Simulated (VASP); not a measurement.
# SnO2 in VASP: notebook

Runs on SnO2. Level: LDA. Tasks: single point.

Everything below comes from runs of VASP 6.6.1. Logs are shortened: lines on timing, memory, paths and dates and some standing lists are left out, and cuts for length are marked.

## (1) The cell of the first run

The typed cell holds 6 atoms: a = 4.742 Å, b = 4.743 Å, c = 3.195 Å, α = 90.00°, β = 90.00°, γ = 90.00°.

## (2) Single point, LDA

The input, INCAR:

```
SYSTEM = SnO2
PREC = Accurate ; ENCUT = 520
EDIFF = 1E-6 ; ISMEAR = 0
SIGMA = 0.02 ; LREAL = .False.
LASPH = .True. ; NELM = 60
ALGO = Normal ; ISIF = 2
LWAVE = .False. ; LCHARG = .False.
GGA = CA ; NBANDS = 35
```

The input, KPOINTS:

```
regular mesh
0
Gamma
  6 6 8
  0 0 0
```

The input, POSCAR:

```
SnO2
1.0
    4.7419930722      0.0000000000      0.0000000000
    0.0000000000      4.7429094636      0.0000000000
    0.0000000000      0.0000000000      3.1954730973
Sn O
2 4
Direct
    0.5000000000      0.5000000000      0.5000000000
    0.0000000000      0.0000000000      0.0000000000
    0.3060446105      0.3063929253      0.0000000000
    0.8060446105      0.1936070747      0.5000000000
    0.1939553895      0.8063929253      0.5000000000
    0.6939553895      0.6936070747      0.0000000000
```

Potentials or basis: VASP PAW LDA potentials, release 64 (Sn_d, O).

The run is started by

```sh
$ cat potpaw_LDA.64/Sn_d/POTCAR potpaw_LDA.64/O/POTCAR > POTCAR
$ mpirun -np 1 vasp_std > vasp.out
```

OUTCAR:

```text
SYSTEM = SnO2
   PREC = Accurate
   ENCUT = 520
   EDIFF = 1E-6
   ISMEAR = 0
   LREAL = .False.
   LASPH = .True.
   NELM = 60
   ISIF = 2
   GGA = CA

 ion  position               nearest neighbor table
   1  0.500  0.500  0.500-   4 2.05   5 2.05   3 2.06   6 2.06   3 2.06   6 2.06   2 3.71   2 3.71
                             2 3.71   2 3.71   2 3.71   2 3.71   2 3.71   2 3.71
   2  0.000  0.000  0.000-   3 2.05   6 2.05   5 2.06   4 2.06   4 2.06   5 2.06   1 3.71   1 3.71
                             1 3.71   1 3.71   1 3.71   1 3.71   1 3.71   1 3.71
   3  0.306  0.306  0.000-   2 2.05   1 2.06   1 2.06
   4  0.806  0.194  0.500-   1 2.05   2 2.06   2 2.06
   5  0.194  0.806  0.500-   1 2.05   2 2.06   2 2.06
   6  0.694  0.694  0.000-   2 2.05   1 2.06   1 2.06

  LATTYP: Found a simple orthorhombic cell.
 ALAT       =     3.1954730973
 B/A-ratio  =     1.4839721468
 C/A-ratio  =     1.4842589248

  Lattice vectors:

 A1 = (   0.0000000000,   0.0000000000,   3.1954730973)
 A2 = (   4.7419930722,   0.0000000000,   0.0000000000)
 A3 = (   0.0000000000,   4.7429094636,   0.0000000000)

Analysis of symmetry for initial positions (statically):
=====================================================================
 Subroutine PRICEL returns:
 Original cell was already a primitive cell.

 Routine SETGRP: Setting up the symmetry group for a
 simple orthorhombic supercell.

 Subroutine GETGRP returns: Found  8 space group operations
 (whereof  4 operations were pure point group operations)
 out of a pool of  8 trial point group operations.

The static configuration has the point symmetry C_2h.
 The point group associated with its full space group is D_2h.

Analysis of symmetry for dynamics (positions and initial velocities):
=====================================================================
 Subroutine PRICEL returns:
 Original cell was already a primitive cell.

 Routine SETGRP: Setting up the symmetry group for a
 simple orthorhombic supercell.

 Subroutine GETGRP returns: Found  8 space group operations
 (whereof  4 operations were pure point group operations)
 out of a pool of  8 trial point group operations.

The dynamic configuration has the point symmetry C_2h.
 The point group associated with its full space group is D_2h.

 Subroutine INISYM returns: Found  8 space group operations
 (whereof  4 operations are pure point group operations),
 and found     1 'primitive' translations

----------------------------------------------------------------------------------------

                                     Primitive cell

  volume of cell :      71.8689

  direct lattice vectors                    reciprocal lattice vectors
     4.741993072  0.000000000  0.000000000     0.210881793  0.000000000  0.000000000
     0.000000000  4.742909464  0.000000000     0.000000000  0.210841048  0.000000000
     0.000000000  0.000000000  3.195473097     0.000000000  0.000000000  0.312942707

  length of vectors
     4.741993072  4.742909464  3.195473097     0.210881793  0.210841048  0.312942707

  position of ions in fractional coordinates (direct lattice)
     0.500000000  0.500000000  0.500000000
     0.000000000  0.000000000  0.000000000
     0.306044611  0.306392925  0.000000000
     0.806044611  0.193607075  0.500000000
     0.193955389  0.806392925  0.500000000
     0.693955389  0.693607075  0.000000000

  ion indices of the primitive-cell ions
   primitive index   ion index
                 1           1
                 2           2
                 3           3
                 4           4
                 5           5
                 6           6

----------------------------------------------------------------------------------------

 KPOINTS: regular mesh

Automatic generation of k-mesh.
 Grid dimensions read from file:
 generate k-points for:    6    6    8

 Generating k-lattice:

  Cartesian coordinates                     Fractional coordinates (reciprocal lattice)
     0.035146965  0.000000000  0.000000000     0.166666667  0.000000000  0.000000000
     0.000000000  0.035140175  0.000000000     0.000000000  0.166666667  0.000000000
     0.000000000  0.000000000  0.039117838     0.000000000  0.000000000  0.125000000

  Length of vectors
     0.035146965  0.035140175  0.039117838

  Shift w.r.t. Gamma in fractional coordinates (k-lattice)
     0.000000000  0.000000000  0.000000000

 Subroutine IBZKPT returns following result:
 ===========================================

 Found     80 irreducible k-points:

 Following reciprocal coordinates:
            Coordinates               Weight
  0.000000  0.000000  0.000000      1.000000
  0.166667  0.000000  0.000000      2.000000
  0.333333  0.000000  0.000000      2.000000
  0.500000  0.000000  0.000000      1.000000
  0.000000  0.166667  0.000000      2.000000
  0.166667  0.166667  0.000000      4.000000
[... 16 lines left out ...]
  0.333333  0.166667  0.125000      8.000000
  0.500000  0.166667  0.125000      4.000000
 [... further k-points ...]
   k-points           NKPTS =     80   k-points in BZ     NKDIM =     80   number of bands    NBANDS=     35
   number of dos      NEDOS =    301   number of ions     NIONS =      6
   total plane-waves  NPLWV =  31104
   dimension x,y,z NGX =    36 NGY =   36 NGZ =   24
   dimension x,y,z NGXF=    72 NGYF=   72 NGZF=   48
   ions per type =               2   4
   NGX,Y,Z   is equivalent  to a cutoff of  12.62, 12.62, 12.49 a.u.
   NGXF,Y,Z  is equivalent  to a cutoff of  25.24, 25.24, 24.97 a.u.
 SYSTEM =  SnO2
   PREC   = accura    normal or accurate (medium, high low for compatibility)
   ISTART =      0    job   : 0-new  1-cont  2-samecut
   ICHARG =      2    charge: 1-file 2-atom 10-const
   ISPIN  =      1    spin polarized calculation?
   LNONCOLLINEAR =      F non collinear calculations
   LSORBIT =      F    spin-orbit coupling
   LASPH  =      T    aspherical Exc in radial PAW
   ENCUT  =  520.0 eV  38.22 Ry    6.18 a.u.   8.82  8.82  5.94*2*pi/ulx,y,z
   NELM   =     60;   NELMIN=  2; NELMDL= -5     # of ELM steps
   EDIFF  = 0.1E-05   stopping-criterion for ELM
   LREAL  =      F    real-space projection
   EDIFFG = 0.1E-04   stopping-criterion for IOM
   NSW    =      0    number of steps for IOM
   IBRION =     -1    ionic relax: 0-MD 1-quasi-New 2-CG
   NFREE  =      0    steps in history (QN), initial steepest desc. (CG)
   ISIF   =      2    stress and relaxation
   ISYM   =      2    0-nonsym 1-usesym 2-fastsym
   POTIM  = 0.5000    time-step for ionic-motion
   TEBEG  =    0.0;   TEEND  =   0.0 temperature during run
   PSTRESS=    0.0 pullay stress
   NELECT =      52.0000    total number of electrons
   NUPDOWN=      -1.0000    fix difference up-down
   EMIN   =  10.00;   EMAX   =-10.00  energy-range for DOS
   EFERMI =   0.00;   METHOD = LEGACY
   ISMEAR =     0;   SIGMA  =   0.02  broadening in eV -4-tet -1-fermi 0-gaus
   EFERMI_NEDOS =   21; number of points for ismear=-14 and -15
   IALGO  =     38    algorithm
   IMIX   =      4    mixing-type and parameters
     AMIX     =   0.40;   BMIX     =  1.00
     AMIX_MAG =   1.60;   BMIX_MAG =  1.00
  volume/ion in A,a.u.               =      11.98        80.83
  Fermi-wavevector in a.u.,A,eV,Ry     =   1.469701  2.777332 29.388868  2.160021
  Thomas-Fermi vector in A             =   2.585047
   LORBIT       =      0    0 simple, 1 ext, 2 COOP (PROOUT), +10 PAW based schemes
   GGA     = CA    functional components
   LHFCALC =     F    Hartree Fock is set to
   AEXX    =    0.0000 exact exchange contribution
   IVDW    =     0    specifies the selected vdW correction
   LEPSILON=     F    determine dielectric tensor
   LRPA    =     F    only Hartree local field effects (RPA)
 non-spin polarized calculation
 Gauss-broadening in eV      SIGMA  =   0.02
  energy-cutoff  :      520.00
  volume of cell :       71.87
 maximum number of plane-waves:      1992
 NGX is ok and might be reduce to    36

 number of electron      51.9999995 magnetization

 Free energy of the ion-electron system (eV)
  ---------------------------------------------------
  ext. energy  EPLUGINS =         0.00000000
  ---------------------------------------------------
  free energy    TOTEN  =       -42.28067916 eV

  energy without entropy =      -42.28067916  energy(sigma->0) =      -42.28067916

 E-fermi :   5.9730     XC(G=0): -11.7769

 val. band max:        5.8137777705   @ k =   0.0000   0.0000   0.0000
 cond. band min:       6.9028773361   @ k =   0.0000   0.0000   0.0000
 fundamental gap:      1.0890995656
 Fermi energy:         5.9730075371

 k-point     1 :       0.0000    0.0000    0.0000
  band No.  band energies     occupation
      1     -15.1876      2.00000
      2     -14.4357      2.00000
      3     -14.1701      2.00000
      4     -14.1511      2.00000
      5     -14.1511      2.00000
      6     -14.0675      2.00000
[... 27 lines left out ...]
     34      17.6407      0.00000
     35      18.1136      0.00000

 k-point     2 :       0.1667    0.0000    0.0000
  band No.  band energies     occupation
      1     -15.1459      2.00000
      2     -14.4832      2.00000
      3     -14.1694      2.00000
      4     -14.1492      2.00000
      5     -14.1491      2.00000
      6     -14.1016      2.00000
[... 27 lines left out ...]
     34      17.6386      0.00000
     35      18.0722      0.00000

 k-point     3 :       0.3333    0.0000    0.0000
  band No.  band energies     occupation
      1     -15.0251      2.00000
      2     -14.6354      2.00000
      3     -14.1673      2.00000
      4     -14.1453      2.00000
      5     -14.1452      2.00000
      6     -14.1450      2.00000
[... 27 lines left out ...]
     34      17.7451      0.00000
     35      18.0206      0.00000
[... 723 lines left out ...]
 k-point    23 :       0.3333    0.1667    0.1250
  band No.  band energies     occupation
      1     -14.9584      2.00000
      2     -14.6496      2.00000
      3     -14.2945      2.00000
      4     -14.2861      2.00000
      5     -14.1231      2.00000
      6     -14.0827      2.00000
[... 27 lines left out ...]
     34      17.7733      0.00000
     35      17.9358      0.00000

 k-point    24 :       0.5000    0.1667    0.1250
  band No.  band energies     occupation
      1     -14.8184      2.00000
      2     -14.8184      2.00000
      3     -14.2912      2.00000
      4     -14.2912      2.00000
      5     -14.1033      2.00000
      6     -14.1033      2.00000
[... 27 lines left out ...]
     34      17.8492      0.00000
     35      18.0156      0.00000

 [... further k-points ...]

------------------------ aborting loop because EDIFF is reached ----------------------------------------

  FORCE on cell =-STRESS in cart. coord.  units (eV):
  Direction    XX          YY          ZZ          XY          YZ          ZX
  --------------------------------------------------------------------------------------
  -------------------------------------------------------------------------------------
  Total       -0.5037496     -0.5048440     -0.2749678      0.0000000      0.0000000      0.0000000
  in kB      -11.2301190    -11.2545165     -6.1298733      0.0000000      0.0000000      0.0000000
  external PRESSURE =      -9.5381696 kB  Pullay stress =       0.0000000 kB

 VOLUME and BASIS-vectors are now :
 -----------------------------------------------------------------------------
  energy-cutoff  :      520.00
  volume of cell :       71.87
      direct lattice vectors                 reciprocal lattice vectors
     4.741993072  0.000000000  0.000000000     0.210881793  0.000000000  0.000000000
     0.000000000  4.742909464  0.000000000     0.000000000  0.210841048  0.000000000
     0.000000000  0.000000000  3.195473097     0.000000000  0.000000000  0.312942707

 POSITION                                       TOTAL-FORCE (eV/Angst)
 -----------------------------------------------------------------------------------
      2.37100      2.37145      1.59774         0.000000      0.000000      0.000000
      0.00000      0.00000      0.00000         0.000000      0.000000      0.000000
      1.45126      1.45319      0.00000        -0.013391     -0.014263     -0.000000
      3.82226      0.91826      1.59774        -0.013391      0.014263     -0.000000
      0.91974      3.82465      1.59774         0.013391     -0.014263      0.000000
      3.29073      3.28972      0.00000         0.013391      0.014263      0.000000
 -----------------------------------------------------------------------------------
    total drift:                                0.000000      0.000000      0.000000

  FREE ENERGIE OF THE ION-ELECTRON SYSTEM (eV)
  ---------------------------------------------------
  free  energy   TOTEN  =       -42.2806791581 eV

  energy  without entropy=      -42.2806791581  energy(sigma->0) =      -42.28067916
```

Wall time 73 s (1 thread of Intel Xeon Platinum 8488C (Sapphire Rapids), shared host); peak memory 0.26 GiB.

Results:

```
Free energy            : -42.2807 eV
Pressure               : -1.0 GPa
Largest force          : 0.020 eV/Å
Band gap on the k mesh : 1.09 eV, direct
```

Forces on the atoms (eV/Å):
```
Sn   0.000  0.000  0.000
Sn   0.000  0.000  0.000
O   -0.013 -0.014  0.000
O   -0.013  0.014  0.000
O    0.013 -0.014  0.000
O    0.013  0.014  0.000
```

Caveat: spin-orbit coupling is left out, which moves the levels of the heavy elements.

## (3) Single point, LDA

This run uses another cell than the first one, of the same volume but with other edges.

The input, INCAR:

```
SYSTEM = SnO2
PREC = Accurate
ENCUT = 520
EDIFF = 1E-6
ISMEAR = 0
SIGMA = 0.02
LREAL = .False.
LASPH = .True.
NELM = 60
ALGO = Normal
ISIF = 2
LWAVE = .False.
LCHARG = .False.
NBANDS = 35
```

KPOINTS is that of step 2.

The input, POSCAR:

```
SnO2
1.0
    4.6556671501      0.0000000000      0.0000000000
    0.0000000000      4.6557599307      0.0000000000
    0.0000000000      0.0000000000      3.3176201792
Sn O
2 4
Direct
    0.5000000000      0.5000000000      0.5000000000
    0.0000000000      0.0000000000      0.0000000000
    0.3074599202      0.3074471771      0.0000000000
    0.8074599202      0.1925528229      0.5000000000
    0.1925400798      0.8074471771      0.5000000000
    0.6925400798      0.6925528229      0.0000000000
```

Potentials or basis: VASP PAW LDA potentials, release 64 (Sn_d, O).

The run is started by

```sh
$ cat potpaw_LDA.64/Sn_d/POTCAR potpaw_LDA.64/O/POTCAR > POTCAR
$ mpirun -np 1 vasp_std > vasp.out
```

Run time: 1.7 min. Hardware: 1 thread of Intel Xeon Platinum 8559C (Emerald Rapids), shared host; peak memory 0.27 GiB.

It converged, with:

| Quantity | Value |
| --- | --- |
| Free energy | -42.1891 eV |
| Pressure | -2.8 GPa |
| Band gap on the k mesh | 0.94 eV, direct |

Stress tensor (GPa, compression positive):
```
  0.92   0.00   0.00
  0.00   0.91   0.00
  0.00   0.00 -10.12
```

Levels at points of the mesh, in eV from the valence-band top:
```tsv
k point	band 23	band 24	band 25	band 26	band 27	band 28	band 29	band 30
(0.00, 0.00, 0.00)	-1.37	-0.72	-0.72	0.00	0.94	5.35	5.68	5.68
(0.50, 0.00, 0.00)	-1.31	-1.31	-0.60	-0.60	4.19	4.19	6.41	6.41
(0.00, 0.50, 0.00)	-1.31	-1.31	-0.60	-0.60	4.19	4.19	6.41	6.41
(0.50, 0.50, 0.00)	-1.47	-1.47	-0.77	-0.77	4.42	4.42	7.03	7.03
(0.00, 0.00, 0.50)	-1.70	-1.70	-1.24	-1.24	5.89	5.89	9.59	9.59
(0.50, 0.00, 0.50)	-1.05	-1.05	-0.59	-0.59	6.25	6.25	8.06	8.06
(0.00, 0.50, 0.50)	-1.05	-1.05	-0.59	-0.59	6.25	6.25	8.06	8.06
(0.50, 0.50, 0.50)	-0.92	-0.92	-0.73	-0.73	4.71	4.71	8.60	8.60
```

Caveat: spin-orbit coupling is left out, which moves the levels of the heavy elements.
